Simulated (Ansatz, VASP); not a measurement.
# As: VASP beside Ansatz

File INCAR:

```
SYSTEM = As
PREC     = Accurate       ! precision mode
ENCUT    = 520            ! plane-wave cutoff, eV
EDIFF    = 1E-7           ! SCF threshold, eV
ISMEAR   = -1             ! smearing method
SIGMA    = 0.1            ! smearing width, eV
LREAL    = .FALSE.        ! projectors in reciprocal space
LASPH    = .TRUE.         ! aspherical terms in the spheres
NELM     = 60             ! most SCF steps
ALGO     = Normal         ! electronic algorithm
ISIF     = 2              ! what is computed and relaxed
LWAVE    = .FALSE.        ! write WAVECAR
LCHARG   = .TRUE.         ! write CHGCAR
GGA      = CA             ! functional
LELF     = .TRUE.         ! ELF
LVHAR    = .TRUE.       
NBANDS   = 12             ! bands
```

KPOINTS

```
Automatic mesh
0
G
  14 14 8
  0 0 0
```

POSCAR

```
As
1.0
    2.9314423527      0.0000000000      0.0000000000
   -1.4657211763      2.5387035472      0.0000000000
    0.0000000000      0.0000000000      4.4710814147
As
2
Direct
    0.3333333333      0.6666666667      0.2500000000
    0.6666666667      0.3333333333      0.7500000000
```

Input for Ansatz:

```yaml
crystal:
  lattice:
    - [2.9314423527, 0.0, 0.0]
    - [-1.4657211763, 2.5387035472, 0.0]
    - [0.0, 0.0, 4.4710814147]
  atoms:
    - { symbol: As, position: [0.3333333333, 0.6666666667, 0.25] }
    - { symbol: As, position: [0.6666666667, 0.3333333333, 0.75] }
hamiltonian:
  xc: lda
  pseudopotentials:
    kind: paw
    azcp:
      As: "pseudopotentials/As.paw.azcp"
basis:
  ecutwfc: 420
  fft_grid_basis: typed
kpoints:
  mp_grid: { grid: [14, 14, 8], shift: [0, 0, 0] }
magnetization:
  spin_polarized: false
scf:
  occupations: { method: fermi_dirac, width: 0.1 }
  lower_state_search: "off"
output:
  stress: true
```

Alike in both runs: task single point; functional LDA; k mesh 14 × 14 × 8; occupations fermi-dirac, width 0.1 eV; no spin polarisation.

|  | VASP | Ansatz |
| --- | --- | --- |
| version | VASP 6.6.1 | Ansatz 0.2.0 |
| potentials or method | VASP PAW LDA potentials, release 64 (As), cutoff 520 eV | plane waves (420 eV) with PAW, scalar-relativistic |
| valence electrons in the cell | 10 | 30 |

VASP gave:

| Quantity | Value |
| --- | --- |
| pressure (GPa) | 9.9 |
| traceless stress, the component that is largest in VASP (GPa) | -0.45 |

Problem. Which values does Ansatz return?

Solution. Pressure (GPa): 9.4; traceless stress, the component that is largest in VASP (GPa): -0.46.

Ansatz warns that its potentials were made for another functional, while VASP's fit it. LDA's correlation is that of Perdew and Zunger in VASP and of Perdew and Wang (1992) in Ansatz. VASP's potentials hold 10 valence electrons a cell and Ansatz's 30, so a difference there can come from the potentials and not from the codes.
